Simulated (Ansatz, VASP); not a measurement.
Ge3N4 in VASP and in Ansatz

```
Ge N
1.0
     8.12437    0.00000    0.00000
    -4.06218    7.03591    0.00000
     0.00000    0.00000    3.06714
Ge N
6 8
Direct
  0.82690 0.23368 0.75000
  0.59322 0.82690 0.25000
  0.23368 0.40678 0.25000
  0.76632 0.59322 0.75000
  0.40678 0.17310 0.75000
  0.17310 0.76632 0.25000
  0.66667 0.33333 0.75000
  0.33333 0.66667 0.25000
  0.66897 0.97166 0.75000
  0.69731 0.66897 0.25000
  0.97166 0.30269 0.25000
  0.02834 0.69731 0.75000
  0.33103 0.02834 0.25000
  0.30269 0.33103 0.75000
```

Change from the starting cell: epitaxial_xy strain +1.0%.

Alike in both runs: task single point; functional r2SCAN; k mesh 6 × 6 × 8; no spin polarisation.

|  | VASP | Ansatz |
| --- | --- | --- |
| version | VASP 6.6.1 | Ansatz 0.2.0 |
| potentials or method | VASP PAW PBE potentials, release 64 (Ge_d, N) | plane waves, PAW |
| plane-wave cutoff (eV) | 660 | 500 |
| occupations | gaussian, width 0.01 eV | fixed |
| valence electrons in the cell | 124 | 124 |

|  | VASP | Ansatz | Ansatz less VASP |
| --- | --- | --- | --- |
| gap on the k mesh at the Fermi level (eV) | 2.40 | 2.43 | +0.025 |
| pressure (GPa) | -2.3 | -2.9 | -0.63 |
| traceless stress, the component that is largest in VASP (GPa) | 2.93 | 2.88 | -0.046 |
| rms of the force components (eV/Å) | 0.005 | 0.000 | -0.0046 |

VASP's potentials were made for PBE, not for r2SCAN. Atom by atom the forces differ by 0.005 eV/Å (rms over components).
